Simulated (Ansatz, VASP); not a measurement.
**One calculation of HfO2, two programs**

INCAR

```
ALGO = Normal
EDIFF = 1E-6
EDIFFG = -0.01
ENCUT = 600
GGA = PE
IBRION = 2
ISIF = 3
ISMEAR = -1
LASPH = T
LCHARG = F
LREAL = F
LWAVE = F
NELM = 60
NSW = 60
PREC = Accurate
SIGMA = 0.05
```

The input KPOINTS:

```
k-points
0
Gamma
  9 9 9
```

File POSCAR:

```
HfO2
1.0
    0.0000000000      2.5575000000      2.5575000000
    2.5575000000      0.0000000000      2.5575000000
    2.5575000000      2.5575000000      0.0000000000
Hf O
1 2
Direct
    0.0000000000      0.0000000000      0.0000000000
    0.7500000000      0.7500000000      0.7500000000
    0.2500000000      0.2500000000      0.2500000000
```

File input.yaml:

```yaml
crystal:
  lattice:
    - [0.0, 2.5575, 2.5575]
    - [2.5575, 0.0, 2.5575]
    - [2.5575, 2.5575, 0.0]
  atoms:
    - { symbol: Hf, position: [0.0, 0.0, 0.0] }
    - { symbol: O, position: [0.75, 0.75, 0.75] }
    - { symbol: O, position: [0.25, 0.25, 0.25] }
hamiltonian:
  xc: pbe
  pseudopotentials: { kind: paw }
kpoints:
  mp_grid: { grid: [9, 9, 9] }
scf:
  occupations: { method: fermi_dirac, width: 0.05 }
output:
  forces: true
  stress: true
  eigenvalues: true
relax:
  f_tol: 0.01
  max_steps: 40
  cell: { stress_tol: 0.05 }
```

Alike in both runs: task relaxation of cell and atoms; functional PBE; k mesh 9 × 9 × 9; occupations fermi-dirac, width 0.05 eV; no spin polarisation.

```csv
,VASP,Ansatz
version,VASP 6.6.1,Ansatz 0.2.0
potentials or method,"VASP PAW PBE potentials, release 64 (Hf_pv, O)",Ansatz PAW
plane-wave cutoff (eV),600,420
valence electrons in the cell,22,38
```

|  | VASP | Ansatz | Ansatz less VASP |
| --- | --- | --- | --- |
| gap on the k mesh at the Fermi level, each at its own relaxed structure (eV) | 3.91 | 3.85 | -0.057 |
| relaxed volume (Å³/atom) | 10.87 | 11.04 | +0.173 |
| relaxed cell length with the largest relative difference (Å) | 3.586 | 3.605 | +0.0189 |

VASP's potentials hold 22 valence electrons a cell and Ansatz's 38, so a difference there can come from the potentials and not from the codes.

Neither program's run includes spin-orbit coupling. Noted on Ansatz's run: odd divisions of the mesh miss points on the zone boundary, where band edges often lie, so the gap on the mesh can be too wide; the plane-wave basis is chosen anew once the cell has moved, so the energies of steps on either side of that aren't comparable.
